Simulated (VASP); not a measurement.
W: single point with PBEsol

Crystal: W.

```
W
1.0
    -1.39661    1.39661    2.12474
     1.39661   -1.39661    2.12474
     1.39661    1.39661   -2.12474
W
1
Direct
  0.00000 0.00000 0.00000
```

```
Program                : VASP 6.6.1
Task                   : single point
Functional             : PBEsol
Potentials or basis    : VASP PAW PBE potentials, release 64 (W_sv)
Cutoff                 : 500 eV
k mesh                 : 8 × 8 × 8
Occupations            : gaussian, width 0.1 eV
Spin                   : no spin polarisation
Dipole correction      : no
Further INCAR settings : ALGO = Normal; EDIFF = 1e-06; NBANDS = 13
```

* Pressure: -10.1 GPa
* Band gap on the k mesh: zero (band 7 reaches 13.68 eV, above the bottom of band 8 at 9.99 eV)

Stress tensor (GPa, compression positive):
```
-13.66   0.00   0.00
  0.00 -13.66   0.00
  0.00   0.00  -2.89
```

Levels at points of the mesh, in eV from the Fermi level:
```csv
k point,band 3,band 4,band 5,band 6,band 7,band 8,band 9,band 10,band 11,band 12
"(0.00, 0.00, 0.00)",-37.38,-37.38,-9.05,-1.28,-0.29,-0.29,1.62,3.12,12.79,16.40
"(0.50, 0.00, 0.00)",-37.64,-37.47,-5.66,-1.38,-0.34,0.53,4.58,5.11,10.09,12.27
"(0.50, 0.50, 0.00)",-37.92,-37.80,-5.50,-4.58,3.40,4.64,4.97,6.21,10.69,11.76
"(0.50, 0.50, 0.50)",-37.69,-37.69,-5.59,-4.45,1.98,4.94,5.51,5.51,11.52,12.31
```

Wall time 10 s on 1 thread of Intel Xeon 8259CL, on a shared host, peak memory 0.14 GiB.

Caveat: the k points lie up to 0.40 Å⁻¹ apart; the PAW data sets were made with another functional, which shifts forces and pressure a little; spin-orbit coupling is left out, which moves the levels of the heavy elements.
